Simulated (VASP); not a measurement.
# ZrH2 (Fm-3m) in VASP: notebook

Runs on ZrH2. Level: LDA. Tasks: single point, relaxation of cell and atoms.

Everything below comes from runs of VASP 6.6.1. Logs are shortened: lines on timing, memory, paths and dates and some standing lists are left out, and cuts for length are marked.

### 1 The cell of the first run

Symmetry: Fm-3m, No. 225, cubic system. Conventional cell: a = 4.737 Å, b = 4.737 Å, c = 4.737 Å, α = 90.00°, β = 90.00°, γ = 90.00°. Zr (site symmetry m-3m) has 8 H at 2.05 Å within 2.7 Å. H (site symmetry -43m) has 4 Zr at 2.05 Å and 6 H at 2.37 Å within 2.7 Å.

### 2 Single point, LDA

Contents of INCAR:

```
PREC = Accurate
ENCUT = 500
EDIFF = 1E-6
ISMEAR = -1
SIGMA = 0.1
LREAL = False
LASPH = True
NELM = 120
ALGO = Normal
ISIF = 2
LWAVE = False
LCHARG = False
GGA = CA
NBANDS = 14
GGA_COMPAT = False
```

Contents of KPOINTS:

```
Automatic mesh
0
Gamma
  16 16 16
```

Contents of POSCAR:

```
ZrH2
1.0
    0.0000000000      2.3684195291      2.3684195291
    2.3684195291      0.0000000000      2.3684195291
    2.3684195291      2.3684195291      0.0000000000
Zr H
1 2
Direct
    0.0000000000      0.0000000000      0.0000000000
    0.2500000000      0.2500000000      0.2500000000
    0.7500000000      0.7500000000      0.7500000000
```

Potentials or basis: VASP PAW LDA potentials, release 64 (Zr_sv, H).

Run with:

```sh
$ cat potpaw_LDA.64/Zr_sv/POTCAR potpaw_LDA.64/H/POTCAR > POTCAR
$ mpirun -np 1 vasp_std > vasp.out
```

OUTCAR:

```text
PREC = Accurate
   ENCUT = 500
   EDIFF = 1E-6
   ISMEAR = -1
   LREAL = False
   LASPH = True
   NELM = 120
   ISIF = 2
   GGA = CA

 ion  position               nearest neighbor table
   1  0.000  0.000  0.000-   3 2.05   3 2.05   3 2.05   2 2.05   2 2.05   2 2.05   3 2.05   2 2.05

   2  0.250  0.250  0.250-   1 2.05   1 2.05   1 2.05   1 2.05
   3  0.750  0.750  0.750-   1 2.05   1 2.05   1 2.05   1 2.05

  LATTYP: Found a face centered cubic cell.
 ALAT       =     4.7368390582

  Lattice vectors:

 A1 = (   0.0000000000,   2.3684195291,   2.3684195291)
 A2 = (   2.3684195291,   0.0000000000,   2.3684195291)
 A3 = (   2.3684195291,   2.3684195291,   0.0000000000)

Analysis of symmetry for initial positions (statically):
=====================================================================
 Subroutine PRICEL returns:
 Original cell was already a primitive cell.

 Routine SETGRP: Setting up the symmetry group for a
 face centered cubic supercell.

 Subroutine GETGRP returns: Found 48 space group operations
 (whereof 48 operations were pure point group operations)
 out of a pool of 48 trial point group operations.

The static configuration has the point symmetry O_h .

Analysis of symmetry for dynamics (positions and initial velocities):
=====================================================================
 Subroutine PRICEL returns:
 Original cell was already a primitive cell.

 Routine SETGRP: Setting up the symmetry group for a
 face centered cubic supercell.

 Subroutine GETGRP returns: Found 48 space group operations
 (whereof 48 operations were pure point group operations)
 out of a pool of 48 trial point group operations.

The dynamic configuration has the point symmetry O_h .

 Subroutine INISYM returns: Found 48 space group operations
 (whereof 48 operations are pure point group operations),
 and found     1 'primitive' translations

----------------------------------------------------------------------------------------

                                     Primitive cell

  volume of cell :      26.5709

  direct lattice vectors                    reciprocal lattice vectors
     0.000000000  2.368419529  2.368419529    -0.211111247  0.211111247  0.211111247
     2.368419529  0.000000000  2.368419529     0.211111247 -0.211111247  0.211111247
     2.368419529  2.368419529  0.000000000     0.211111247  0.211111247 -0.211111247

  length of vectors
     3.349451019  3.349451019  3.349451019     0.365655406  0.365655406  0.365655406

  position of ions in fractional coordinates (direct lattice)
     0.000000000  0.000000000  0.000000000
[... 93 lines left out ...]
   EMIN   =  10.00;   EMAX   =-10.00  energy-range for DOS
   EFERMI =   0.00;   METHOD = LEGACY
   ISMEAR =    -1;   SIGMA  =   0.10  broadening in eV -4-tet -1-fermi 0-gaus
   EFERMI_NEDOS =   21; number of points for ismear=-14 and -15
   IALGO  =     38    algorithm
   IMIX   =      4    mixing-type and parameters
     AMIX     =   0.40;   BMIX     =  1.00
     AMIX_MAG =   1.60;   BMIX_MAG =  1.00
  volume/ion in A,a.u.               =       8.86        59.77
  Fermi-wavevector in a.u.,A,eV,Ry     =   1.322256  2.498702 23.787894  1.748361
  Thomas-Fermi vector in A             =   2.451950
   LORBIT       =      0    0 simple, 1 ext, 2 COOP (PROOUT), +10 PAW based schemes
   GGA     = CA    functional components
   LHFCALC =     F    Hartree Fock is set to
   AEXX    =    0.0000 exact exchange contribution
   IVDW    =     0    specifies the selected vdW correction
   LEPSILON=     F    determine dielectric tensor
   LRPA    =     F    only Hartree local field effects (RPA)
 non-spin polarized calculation
  energy-cutoff  :      500.00
  volume of cell :       26.57
 maximum number of plane-waves:       692
   NGX = 13   NGY = 13   NGZ = 13

 number of electron      14.0000001 magnetization

 Free energy of the ion-electron system (eV)
  ---------------------------------------------------
  ext. energy  EPLUGINS =         0.00000000
  ---------------------------------------------------
  free energy    TOTEN  =       -18.30573964 eV

  energy without entropy =      -18.26498732  energy(sigma->0) =      -18.28536348

 E-fermi :   8.6978     XC(G=0): -11.5861

 val. band max:        8.6956680170   @ k =   0.1875   0.1250   0.0625
 cond. band min:       8.6995369586   @ k =   0.1250   0.1250   0.0000
 fundamental gap:      0.0038689415
 Fermi energy:         8.6977620615

 k-point     1 :       0.0000    0.0000    0.0000
  band No.  band energies     occupation
      1     -40.1353      2.00000
      2     -18.0024      2.00000
      3     -18.0024      2.00000
      4     -18.0024      2.00000
      5      -1.0207      2.00000
      6       7.5036      1.99999
      7       8.3490      1.94068
      8       8.3490      1.94068
      9       8.3490      1.94068
     10      11.0933      0.00000
     11      11.0933      0.00000
     12      20.0392      0.00000
     13      21.2170      0.00000
     14      21.2170      0.00000
[... 377 lines left out ...]
      1     -40.1257      2.00000
      2     -18.0804      2.00000
      3     -18.0229      2.00000
      4     -18.0076      2.00000
      5      -0.7471      2.00000
      6       6.0385      2.00000
      7       8.4869      1.78354
      8       8.5045      1.74714
      9      10.1420      0.00000
     10      10.8308      0.00000
     11      11.0780      0.00000
     12      18.5046      0.00000
     13      21.4533      0.00000
     14      21.9561      0.00000

 [... further k-points ...]

------------------------ aborting loop because EDIFF is reached ----------------------------------------

  FORCE on cell =-STRESS in cart. coord.  units (eV):
  Direction    XX          YY          ZZ          XY          YZ          ZX
  --------------------------------------------------------------------------------------
  -------------------------------------------------------------------------------------
  Total        0.0258022      0.0258022      0.0258022      0.0000000     -0.0000000     -0.0000000
  in kB        1.5558302      1.5558302      1.5558302      0.0000000     -0.0000000     -0.0000000
  external PRESSURE =       1.5558302 kB  Pullay stress =       0.0000000 kB

 VOLUME and BASIS-vectors are now :
 -----------------------------------------------------------------------------
  energy-cutoff  :      500.00
  volume of cell :       26.57
      direct lattice vectors                 reciprocal lattice vectors
     0.000000000  2.368419529  2.368419529    -0.211111247  0.211111247  0.211111247
     2.368419529  0.000000000  2.368419529     0.211111247 -0.211111247  0.211111247
     2.368419529  2.368419529  0.000000000     0.211111247  0.211111247 -0.211111247

 POSITION                                       TOTAL-FORCE (eV/Angst)
 -----------------------------------------------------------------------------------
      0.00000      0.00000      0.00000         0.000000     -0.000000      0.000000
      1.18421      1.18421      1.18421        -0.000000     -0.000000     -0.000000
      3.55263      3.55263      3.55263         0.000000      0.000000      0.000000
 -----------------------------------------------------------------------------------
    total drift:                               -0.000000      0.000000      0.000000

  FREE ENERGIE OF THE ION-ELECTRON SYSTEM (eV)
  ---------------------------------------------------
  free  energy   TOTEN  =       -18.3057396437 eV

  energy  without entropy=      -18.2649873183  energy(sigma->0) =      -18.28536348
```

Wall time 12 s (1 thread of Intel Xeon 6975P-C (Granite Rapids), shared host); peak memory 0.16 GiB.

What came out:

- Free energy: -18.3057 eV
- Pressure: 0.2 GPa
- Band gap on the k mesh: zero (bands 7 and 8 overlap by 0.79 eV)

Levels at points of the mesh, in eV from the Fermi level:
| k point | band 4 | band 5 | band 6 | band 7 | band 8 | band 9 | band 10 | band 11 |
| --- | --- | --- | --- | --- | --- | --- | --- | --- |
| (0.00, 0.00, 0.00) | -26.70 | -9.72 | -1.19 | -0.35 | -0.35 | -0.35 | 2.40 | 2.40 |
| (0.50, 0.00, 0.00) | -26.80 | -7.55 | -4.29 | -0.22 | -0.22 | 3.85 | 3.85 | 4.81 |
| (0.50, 0.50, 0.00) | -26.96 | -6.71 | -4.37 | -3.50 | 4.04 | 4.11 | 4.11 | 6.98 |

### 3 Relaxation of cell and atoms, LDA

This run uses another cell than the first one, of 9.33 Å³/atom.

Contents of INCAR:

```
  PREC = Accurate
  ENCUT = 500
  EDIFF = 1E-7
  ISMEAR = -1
  SIGMA = 0.1
  LREAL = F
  LASPH = T
  NELM = 120
  ALGO = Normal
  ISIF = 3
  LWAVE = F
  LCHARG = F
  IBRION = 2
  NSW = 80
  EDIFFG = -0.01
  GGA_COMPAT = F
  NELMIN = 4
```

KPOINTS is that of step 2.

Contents of POSCAR:

```
ZrH2
1.0
    0.0000000000      2.4100000000      2.4100000000
    2.4100000000      0.0000000000      2.4100000000
    2.4100000000      2.4100000000      0.0000000000
Zr H
1 2
Direct
    0.0000000000      0.0000000000      0.0000000000
    0.2500000000      0.2500000000      0.2500000000
    0.7500000000      0.7500000000      0.7500000000
```

Potentials or basis: VASP PAW LDA potentials, release 64 (Zr_sv, H).

Run with:

```sh
$ cat potpaw_LDA.64/Zr_sv/POTCAR potpaw_LDA.64/H/POTCAR > POTCAR
$ mpirun -np 1 vasp_std > vasp.out
```

Run time: 56 s. Hardware: 1 thread of Intel Xeon 6975P-C (Granite Rapids), shared host; peak memory 0.18 GiB.

Results (log left out):

```yaml
Free_energy: -18.3079 eV
Relaxed_volume: 8.87 Å³/atom
Relaxed_cell: a = 3.351 Å, b = 3.351 Å, c = 3.351 Å, α = 60.00°, β = 60.00°, γ = 60.00°
Space_group_after_relaxing_to_0.1_Å: Fm-3m (No. 225)
Energy_gained_by_relaxing: 10.4 meV/atom
Ionic_steps: 3
Pressure_after_relaxing: 0.0 GPa
Band_gap_on_the_k_mesh: zero (bands 7 and 8 overlap by 0.79 eV)
```

The path:
| step | energy change (eV) | largest force (eV/Å) | pressure (GPa) | volume (Å³) |
| --- | --- | --- | --- | --- |
| 1 | 0.0000 | 0.0000 | -6.86 | 28.00 |
| 2 | -0.0304 | 0.0000 | 1.12 | 26.41 |
| 3 | -0.0311 | 0.0000 | 0.01 | 26.60 |

Final structure:
```yaml
crystal:
  lattice:
    - [0.00000, 2.36934, 2.36934]
    - [2.36934, 0.00000, 2.36934]
    - [2.36934, 2.36934, 0.00000]
  atoms:
    - { symbol: Zr, position: [0.00000, 0.00000, 0.00000] }
    - { symbol: H, position: [0.25000, 0.25000, 0.25000] }
    - { symbol: H, position: [0.75000, 0.75000, 0.75000] }
```

Levels at points of the mesh, in eV from the Fermi level:
```
           k point  band 4  band 5  band 6  band 7  band 8  band 9  band 10  band 11
(0.00, 0.00, 0.00)  -26.70   -9.71   -1.20   -0.35   -0.35   -0.35     2.39     2.39
(0.50, 0.00, 0.00)  -26.80   -7.55   -4.29   -0.22   -0.22    3.84     3.84     4.81
(0.50, 0.50, 0.00)  -26.96   -6.70   -4.37   -3.49    4.03    4.10     4.10     6.97
```
